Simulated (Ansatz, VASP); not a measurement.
**Two plane-wave programs on Pd**

```xyz
8
Lattice="4.9682 0.0000 0.0000 0.0000 4.9682 0.0000 0.0000 0.0000 4.9682" Properties=species:S:1:pos:R:3 pbc="T T T"
Pd    0.0000    0.0000    4.9682
Pd    2.4841    2.4841    2.4841
Pd    1.2420    0.0000    2.4841
Pd    3.7261    0.0000    2.4841
Pd    2.4841    1.2420    4.9682
Pd    2.4841    3.7261    4.9682
Pd    4.9682    2.4841    1.2420
Pd    4.9682    2.4841    3.7261
```

Alike in both runs: task single point; functional r2SCAN; k mesh 7 × 7 × 7; occupations fermi-dirac, width 0.05 eV; collinear spin.

|  | VASP | Ansatz |
| --- | --- | --- |
| version | VASP 6.6.1 | Ansatz 0.2.0 |
| potentials or method | VASP PAW PBE potentials, release 64 (Pd), cutoff 520 eV | plane waves (500 eV) with PAW, scalar-relativistic |
| valence electrons in the cell | 80 | 144 |

```csv
,VASP,Ansatz,Ansatz less VASP
net moment per atom (μB),0.00,0.00,0.000
```

VASP's potentials were made for PBE, not for r2SCAN. VASP's potentials hold 80 valence electrons a cell and Ansatz's 144, so a difference there can come from the potentials and not from the codes. Ansatz's warnings: seeded moment not kept, stability check not made.
